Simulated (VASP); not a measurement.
# InSb (I4/mmm) in VASP: further runs

The runs below take InSb through single point, with PBE.

Program: VASP 6.6.1. These are calculated values, not measurements. Logs are shortened: lines on timing, memory, paths and dates and some standing lists are left out, and cuts for length are marked.

## Step 1: The cell of the first run

Symmetry: I4/mmm, No. 139, tetragonal system. Conventional cell: a = 4.477 Å, b = 4.477 Å, c = 5.958 Å, α = 90.00°, β = 90.00°, γ = 90.00°. Within 3.9 Å of In (site symmetry 4/mmm) lie 6 Sb at 2.98 to 3.17 Å. Within 3.9 Å of Sb (site symmetry 4/mmm) lie 6 In at 2.98 to 3.17 Å.

## Step 2: Single point, PBE (29.86 Å³/atom)

Contents of INCAR:

```
PREC = Accurate ; ENCUT = 520
EDIFF = 1E-6 ; ISMEAR = 0
SIGMA = 0.15 ; LREAL = False
LASPH = True ; NELM = 60
ALGO = Normal ; ISIF = 2
LWAVE = False ; LCHARG = False
GGA = PE ; NBANDS = 16
```

Contents of KPOINTS:

```
regular mesh
0
Gamma
  14 14 14
```

Contents of POSCAR:

```
InSb
1.0
    0.0000000000      3.1657027360      2.9792428449
    3.1657027360      0.0000000000      2.9792428449
    3.1657027360      3.1657027360      0.0000000000
In Sb
1 1
Direct
    0.0000000000      0.0000000000      0.0000000000
    0.5000000000      0.5000000000      0.5000000000
```

Potentials or basis: VASP PAW PBE potentials, release 64 (In_d, Sb).

Started as:

```sh
$ cat potpaw_PBE.64/In_d/POTCAR potpaw_PBE.64/Sb/POTCAR > POTCAR
$ mpirun -np 1 vasp_std > vasp.out
```

OUTCAR:

```text
PREC = Accurate
   ENCUT = 520
   EDIFF = 1E-6
   ISMEAR = 0
   LREAL = False
   LASPH = True
   NELM = 60
   ISIF = 2
   GGA = PE

 ion  position               nearest neighbor table
   1  0.000  0.000  0.000-   2 2.98   2 2.98   2 3.17   2 3.17   2 3.17   2 3.17
   2  0.500  0.500  0.500-   1 2.98   1 2.98   1 3.17   1 3.17   1 3.17   1 3.17

  LATTYP: Found a body centered tetragonal cell.
 ALAT       =     4.4769797437
 C/A-ratio  =     1.3309163836

  Lattice vectors:

 A1 = (   0.0000000000,  -3.1657027360,  -2.9792428449)
 A2 = (   0.0000000000,   3.1657027360,  -2.9792428449)
 A3 = (   3.1657027360,   0.0000000000,   2.9792428449)

Analysis of symmetry for initial positions (statically):
=====================================================================
 Subroutine PRICEL returns:
 Original cell was already a primitive cell.

 Routine SETGRP: Setting up the symmetry group for a
 body centered tetragonal supercell.

 Subroutine GETGRP returns: Found 16 space group operations
 (whereof 16 operations were pure point group operations)
 out of a pool of 16 trial point group operations.

The static configuration has the point symmetry D_4h.

Analysis of symmetry for dynamics (positions and initial velocities):
=====================================================================
 Subroutine PRICEL returns:
 Original cell was already a primitive cell.

 Routine SETGRP: Setting up the symmetry group for a
 body centered tetragonal supercell.

 Subroutine GETGRP returns: Found 16 space group operations
 (whereof 16 operations were pure point group operations)
 out of a pool of 16 trial point group operations.

The dynamic configuration has the point symmetry D_4h.

 Subroutine INISYM returns: Found 16 space group operations
 (whereof 16 operations are pure point group operations),
 and found     1 'primitive' translations

----------------------------------------------------------------------------------------

                                     Primitive cell

  volume of cell :      59.7140

  direct lattice vectors                    reciprocal lattice vectors
     0.000000000  3.165702736  2.979242845    -0.157942815  0.157942815  0.167827876
[... 82 lines left out ...]
   LSORBIT =      F    spin-orbit coupling
   LASPH  =      T    aspherical Exc in radial PAW
   ENCUT  =  520.0 eV  38.22 Ry    6.18 a.u.   8.08  8.08  8.32*2*pi/ulx,y,z
   NELM   =     60;   NELMIN=  2; NELMDL= -5     # of ELM steps
   EDIFF  = 0.1E-05   stopping-criterion for ELM
   LREAL  =      F    real-space projection
   EDIFFG = 0.1E-04   stopping-criterion for IOM
   NSW    =      0    number of steps for IOM
   IBRION =     -1    ionic relax: 0-MD 1-quasi-New 2-CG
   NFREE  =      0    steps in history (QN), initial steepest desc. (CG)
   ISIF   =      2    stress and relaxation
   ISYM   =      2    0-nonsym 1-usesym 2-fastsym
   POTIM  = 0.5000    time-step for ionic-motion
   TEBEG  =    0.0;   TEEND  =   0.0 temperature during run
   PSTRESS=    0.0 pullay stress
   NELECT =      18.0000    total number of electrons
   NUPDOWN=      -1.0000    fix difference up-down
   EMIN   =  10.00;   EMAX   =-10.00  energy-range for DOS
   EFERMI =   0.00;   METHOD = LEGACY
   ISMEAR =     0;   SIGMA  =   0.15  broadening in eV -4-tet -1-fermi 0-gaus
   EFERMI_NEDOS =   21; number of points for ismear=-14 and -15
   IALGO  =     38    algorithm
   IMIX   =      4    mixing-type and parameters
     AMIX     =   0.40;   BMIX     =  1.00
     AMIX_MAG =   1.60;   BMIX_MAG =  1.00
  volume/ion in A,a.u.               =      29.86       201.48
  Fermi-wavevector in a.u.,A,eV,Ry     =   1.097675  2.074304 16.393517  1.204890
  Thomas-Fermi vector in A             =   2.234039
   LORBIT       =      0    0 simple, 1 ext, 2 COOP (PROOUT), +10 PAW based schemes
   GGA     = PE    functional components
   LHFCALC =     F    Hartree Fock is set to
   AEXX    =    0.0000 exact exchange contribution
   IVDW    =     0    specifies the selected vdW correction
   LEPSILON=     F    determine dielectric tensor
   LRPA    =     F    only Hartree local field effects (RPA)
 non-spin polarized calculation
 Gauss-broadening in eV      SIGMA  =   0.15
  energy-cutoff  :      520.00
  volume of cell :       59.71
 maximum number of plane-waves:      1635
   NGX = 17   NGY = 17   NGZ = 17

 number of electron      18.0000005 magnetization

 Free energy of the ion-electron system (eV)
  ---------------------------------------------------
  ext. energy  EPLUGINS =         0.00000000
  ---------------------------------------------------
  free energy    TOTEN  =        -6.62499786 eV

  energy without entropy =       -6.60735296  energy(sigma->0) =       -6.61617541

 E-fermi :   6.2707     XC(G=0):  -9.5807

 val. band max:        6.2668022588   @ k =   0.0714   0.0714   0.0000
 cond. band min:       6.2780643762   @ k =   0.2143   0.0000   0.0714
 fundamental gap:      0.0112621174
 Fermi energy:         6.2706553812

 k-point     1 :       0.0000    0.0000    0.0000
  band No.  band energies     occupation
      1      -8.1429      2.00000
      2      -8.1205      2.00000
      3      -8.1057      2.00000
      4      -8.1057      2.00000
      5      -8.0910      2.00000
      6      -4.4643      2.00000
[... 433 lines left out ...]
      3      -8.0985      2.00000
      4      -8.0895      2.00000
      5      -8.0869      2.00000
      6      -3.6744      2.00000
[... 8 lines left out ...]
     15      14.8788      0.00000
     16      15.0523      0.00000

 [... further k-points ...]

------------------------ aborting loop because EDIFF is reached ----------------------------------------

  FORCE on cell =-STRESS in cart. coord.  units (eV):
  Direction    XX          YY          ZZ          XY          YZ          ZX
  --------------------------------------------------------------------------------------
  -------------------------------------------------------------------------------------
  Total       -0.9087585     -0.9087585      0.8578470      0.0000000      0.0000000      0.0000000
  in kB      -24.3827623    -24.3827623     23.0167631      0.0000000      0.0000000      0.0000000
  external PRESSURE =      -8.5829205 kB  Pullay stress =       0.0000000 kB

 VOLUME and BASIS-vectors are now :
 -----------------------------------------------------------------------------
  energy-cutoff  :      520.00
  volume of cell :       59.71
      direct lattice vectors                 reciprocal lattice vectors
     0.000000000  3.165702736  2.979242845    -0.157942815  0.157942815  0.167827876
     3.165702736  0.000000000  2.979242845     0.157942815 -0.157942815  0.167827876
     3.165702736  3.165702736  0.000000000     0.157942815  0.157942815 -0.167827876

 POSITION                                       TOTAL-FORCE (eV/Angst)
 -----------------------------------------------------------------------------------
      0.00000      0.00000      0.00000        -0.000000      0.000000     -0.000000
      3.16570      3.16570      2.97924         0.000000     -0.000000      0.000000
 -----------------------------------------------------------------------------------
    total drift:                                0.000000     -0.000000     -0.000000

  FREE ENERGIE OF THE ION-ELECTRON SYSTEM (eV)
  ---------------------------------------------------
  free  energy   TOTEN  =        -6.6249978628 eV

  energy  without entropy=       -6.6073529550  energy(sigma->0) =       -6.61617541
```

Run time: 87 s. Hardware: 1 thread of AMD EPYC 9R45 (Zen 5), shared host; peak memory 0.34 GiB.

Results:

```yaml
Free_energy: -6.6250 eV
Pressure: -0.9 GPa
Band_gap_on_the_k_mesh: zero (bands 9 and 10 overlap by 2.69 eV)
```

Levels at points of the mesh, in eV from the Fermi level:
```csv
k point,band 6,band 7,band 8,band 9,band 10,band 11,band 12,band 13
"(0.00, 0.00, 0.00)",-10.73,-0.69,-0.47,0.17,0.17,5.37,5.37,6.04
"(0.50, 0.00, 0.00)",-9.06,-6.24,0.17,0.41,1.97,2.27,2.86,3.18
"(0.50, 0.50, 0.00)",-8.14,-4.25,-3.67,-2.17,-2.17,3.14,7.83,7.83
"(0.50, 0.00, 0.50)",-8.59,-4.22,-3.17,-2.26,-1.60,3.39,7.17,9.02
```

Caveat: spin-orbit coupling is left out, which moves the levels of the heavy elements.

## Step 3: Single point, PBE (29.86 Å³/atom)

Contents of INCAR:

```
SYSTEM = InSb
PREC = Accurate
ENCUT = 520
EDIFF = 1E-6
ISMEAR = 0
SIGMA = 0.15
LREAL = .FALSE.
LASPH = .TRUE.
NELM = 80
ALGO = Normal
ISIF = 2
LWAVE = .FALSE.
LCHARG = .TRUE.
GGA = PE
LELF = .TRUE.
LVHAR = .TRUE.
NBANDS = 16
```

Contents of KPOINTS:

```
Automatic mesh
0
G
  14 14 14
  0 0 0
```

Contents of POSCAR:

```
InSb
1.0
    0.0000000000      3.0402251205      3.2302391905
    3.0402251205      0.0000000000      3.2302391905
    3.0402251205      3.0402251205      0.0000000000
In Sb
1 1
Direct
    0.0000000000      0.0000000000      0.0000000000
    0.5000000000      0.5000000000      0.5000000000
```

Potentials or basis: VASP PAW PBE potentials, release 64 (In_d, Sb).

Started as:

```sh
$ cat potpaw_PBE.64/In_d/POTCAR potpaw_PBE.64/Sb/POTCAR > POTCAR
$ mpirun -np 1 vasp_std > vasp.out
```

OUTCAR:

```text
SYSTEM = InSb
   PREC = Accurate
   ENCUT = 520
   EDIFF = 1E-6
   ISMEAR = 0
   LREAL = .FALSE.
   LASPH = .TRUE.
   NELM = 80
   ISIF = 2
   GGA = PE

 ion  position               nearest neighbor table
   1  0.000  0.000  0.000-   2 3.04   2 3.04   2 3.04   2 3.04   2 3.23   2 3.23
   2  0.500  0.500  0.500-   1 3.04   1 3.04   1 3.04   1 3.04   1 3.23   1 3.23

  LATTYP: Found a body centered tetragonal cell.
 ALAT       =     4.2995275981
 C/A-ratio  =     1.5026019100

  Lattice vectors:

 A1 = (  -3.0402251205,   0.0000000000,   3.2302391905)
 A2 = (   3.0402251205,   0.0000000000,   3.2302391905)
 A3 = (   0.0000000000,   3.0402251205,  -3.2302391905)

Analysis of symmetry for initial positions (statically):
=====================================================================
 Subroutine PRICEL returns:
 Original cell was already a primitive cell.

 Routine SETGRP: Setting up the symmetry group for a
 body centered tetragonal supercell.

 Subroutine GETGRP returns: Found 16 space group operations
 (whereof 16 operations were pure point group operations)
 out of a pool of 16 trial point group operations.

The static configuration has the point symmetry D_4h.

Analysis of symmetry for dynamics (positions and initial velocities):
=====================================================================
 Subroutine PRICEL returns:
 Original cell was already a primitive cell.

 Routine SETGRP: Setting up the symmetry group for a
 body centered tetragonal supercell.

 Subroutine GETGRP returns: Found 16 space group operations
 (whereof 16 operations were pure point group operations)
 out of a pool of 16 trial point group operations.

The dynamic configuration has the point symmetry D_4h.

 Subroutine INISYM returns: Found 16 space group operations
 (whereof 16 operations are pure point group operations),
 and found     1 'primitive' translations

----------------------------------------------------------------------------------------

                                     Primitive cell

[... 112 lines left out ...]
  Fermi-wavevector in a.u.,A,eV,Ry     =   1.097675  2.074304 16.393517  1.204890
  Thomas-Fermi vector in A             =   2.234039
   LORBIT       =      0    0 simple, 1 ext, 2 COOP (PROOUT), +10 PAW based schemes
   GGA     = PE    functional components
   LHFCALC =     F    Hartree Fock is set to
   AEXX    =    0.0000 exact exchange contribution
   IVDW    =     0    specifies the selected vdW correction
   LEPSILON=     F    determine dielectric tensor
   LRPA    =     F    only Hartree local field effects (RPA)
 non-spin polarized calculation
 Gauss-broadening in eV      SIGMA  =   0.15
  energy-cutoff  :      520.00
  volume of cell :       59.71
 maximum number of plane-waves:      1630
 NGX is ok and might be reduce to    36
   NGX = 17   NGY = 17   NGZ = 15

 number of electron      18.0000001 magnetization

 Free energy of the ion-electron system (eV)
  ---------------------------------------------------
  ext. energy  EPLUGINS =         0.00000000
  ---------------------------------------------------
  free energy    TOTEN  =        -6.63240459 eV

  energy without entropy =       -6.61654758  energy(sigma->0) =       -6.62447608

 E-fermi :   6.2640     XC(G=0):  -9.5805

 val. band max:        6.2584849801   @ k =   0.2857   0.0714   0.0000
 cond. band min:       6.2664991091   @ k =  -0.4286   0.1429   0.0000
 fundamental gap:      0.0080141290
 Fermi energy:         6.2640009279

 k-point     1 :       0.0000    0.0000    0.0000
  band No.  band energies     occupation
      1      -8.1258      2.00000
      2      -8.1245      2.00000
      3      -8.1022      2.00000
      4      -8.0913      2.00000
      5      -8.0913      2.00000
      6      -4.4666      2.00000
[... 433 lines left out ...]
      3      -8.1032      2.00000
      4      -8.0804      2.00000
      5      -8.0773      2.00000
      6      -3.7782      2.00000
[... 8 lines left out ...]
     15      14.4591      0.00000
     16      14.7320      0.00000

 [... further k-points ...]

------------------------ aborting loop because EDIFF is reached ----------------------------------------

  FORCE on cell =-STRESS in cart. coord.  units (eV):
  Direction    XX          YY          ZZ          XY          YZ          ZX
  --------------------------------------------------------------------------------------
  -------------------------------------------------------------------------------------
  Total        0.1144012      0.1144012     -1.2203954      0.0000000     -0.0000000      0.0000000
  in kB        3.0694807      3.0694807    -32.7442437      0.0000000     -0.0000000      0.0000000
  external PRESSURE =      -8.8684275 kB  Pullay stress =       0.0000000 kB

 VOLUME and BASIS-vectors are now :
 -----------------------------------------------------------------------------
  energy-cutoff  :      520.00
  volume of cell :       59.71
      direct lattice vectors                 reciprocal lattice vectors
     0.000000000  3.040225121  3.230239190    -0.164461505  0.164461505  0.154787299
     3.040225121  0.000000000  3.230239190     0.164461505 -0.164461505  0.154787299
     3.040225121  3.040225121  0.000000000     0.164461505  0.164461505 -0.154787299

 POSITION                                       TOTAL-FORCE (eV/Angst)
 -----------------------------------------------------------------------------------
      0.00000      0.00000      0.00000        -0.000000      0.000000     -0.000000
      3.04023      3.04023      3.23024         0.000000      0.000000      0.000000
 -----------------------------------------------------------------------------------
    total drift:                               -0.000000      0.000000      0.000000

  FREE ENERGIE OF THE ION-ELECTRON SYSTEM (eV)
  ---------------------------------------------------
  free  energy   TOTEN  =        -6.6324045865 eV

  energy  without entropy=       -6.6165475765  energy(sigma->0) =       -6.62447608
```

OSZICAR:

```text
N       E                     dE             d eps       ncg     rms          rms(c)
DAV:   1     0.109864893097E+03    0.10986E+03   -0.80019E+03  7832   0.116E+03
DAV:   2    -0.493723898157E-01   -0.10991E+03   -0.10641E+03  8848   0.285E+02
DAV:   3    -0.650556100812E+01   -0.64562E+01   -0.63968E+01 10048   0.690E+01
DAV:   4    -0.667559425951E+01   -0.17003E+00   -0.16998E+00  9792   0.123E+01
DAV:   5    -0.668399355525E+01   -0.83993E-02   -0.83991E-02 11440   0.227E+00    0.307E+00
DAV:   6    -0.663297473286E+01    0.51019E-01   -0.10674E-01 10688   0.508E+00    0.171E+00
DAV:   7    -0.663188870263E+01    0.10860E-02   -0.24076E-02 10968   0.171E+00    0.514E-01
DAV:   8    -0.663229662674E+01   -0.40792E-03   -0.24318E-03  9784   0.591E-01    0.117E-01
DAV:   9    -0.663240300132E+01   -0.10637E-03   -0.20767E-04 10608   0.140E-01    0.525E-02
DAV:  10    -0.663240192325E+01    0.10781E-05   -0.11688E-05 10712   0.269E-02    0.211E-02
DAV:  11    -0.663240441049E+01   -0.24872E-05   -0.49657E-06  9712   0.207E-02    0.857E-03
DAV:  12    -0.663240458648E+01   -0.17600E-06   -0.14582E-07  5976   0.324E-03
   1 F= -.66324046E+01 E0= -.66244761E+01  d E =-.158570E-01
```

Run time: 94 s. Hardware: 1 thread of AMD EPYC 9R45 (Zen 5), shared host; peak memory 0.35 GiB.

What came out:

- Free energy: -6.6324 eV
- Pressure: -0.9 GPa
- Band gap on the k mesh: zero (bands 9 and 10 overlap by 2.46 eV)

Stress tensor (GPa, compression positive):
```
 0.31  0.00  0.00
 0.00  0.31  0.00
 0.00  0.00 -3.27
```

Caveat: spin-orbit coupling is left out, which moves the levels of the heavy elements.

[end of part 1 of 2]
